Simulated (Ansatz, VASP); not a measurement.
**NaH: VASP beside Ansatz**

File INCAR:

```
SYSTEM = NaH
  ALGO = Normal
  EDIFF = 1E-6
  ENCUT = 500
  GGA = PE
  GGA_COMPAT = .False.
  ISIF = 2
  ISMEAR = 0
  LASPH = .True.
  LCHARG = .True.
  LELF = .True.
  LREAL = .False.
  LVHAR = .True.
  LWAVE = .False.
  NBANDS = 11
  NELM = 120
  PREC = Accurate
  SIGMA = 0.02
```

File KPOINTS:

```
k-points
0
Gamma
  8 8 8
  0 0 0
```

Contents of POSCAR:

```
NaH
1.0
    0.0000000000      2.4930616452      2.4930616452
    2.4930616452      0.0000000000      2.4930616452
    2.4930616452      2.4930616452      0.0000000000
Na H
1 1
Direct
    0.0000000000      0.0000000000      0.0000000000
    0.5000000000      0.5000000000      0.5000000000
```

Input for Ansatz:

```yaml
crystal:
  lattice:
    - [0.0, 2.4930616452, 2.4930616452]
    - [2.4930616452, 0.0, 2.4930616452]
    - [2.4930616452, 2.4930616452, 0.0]
  atoms:
    - { symbol: Na, position: [0.0, 0.0, 0.0] }
    - { symbol: H, position: [0.5, 0.5, 0.5] }
basis:
  ecutwfc: 420
kpoints:
  mp_grid: { grid: [8, 8, 8] }
hamiltonian:
  xc: pbe
scf:
  occupations: { method: gaussian, width: 0.02 }
output:
  forces: true
  stress: true
  eigenvalues: true
```

Alike in both runs: task single point; functional PBE; k mesh 8 × 8 × 8; occupations gaussian, width 0.02 eV; no spin polarisation.

|  | VASP | Ansatz |
| --- | --- | --- |
| version | VASP 6.6.1 | Ansatz 0.2.0 |
| potentials or method | VASP PAW PBE potentials, release 64 (Na_pv, H), cutoff 500 eV | scalar-relativistic, plane waves, PAW |
| valence electrons in the cell | 8 | 10 |

|  | VASP | Ansatz | Ansatz less VASP |
| --- | --- | --- | --- |
| gap on the k mesh at the Fermi level (eV) | 3.61 | 3.61 | +0.002 |
| least direct gap on the mesh (eV) | 4.41 | 4.42 | +0.004 |
| pressure (GPa) | -1.9 | -1.8 | +0.08 |

VASP's potentials hold 8 valence electrons a cell and Ansatz's 10, so a difference there can come from the potentials and not from the codes.
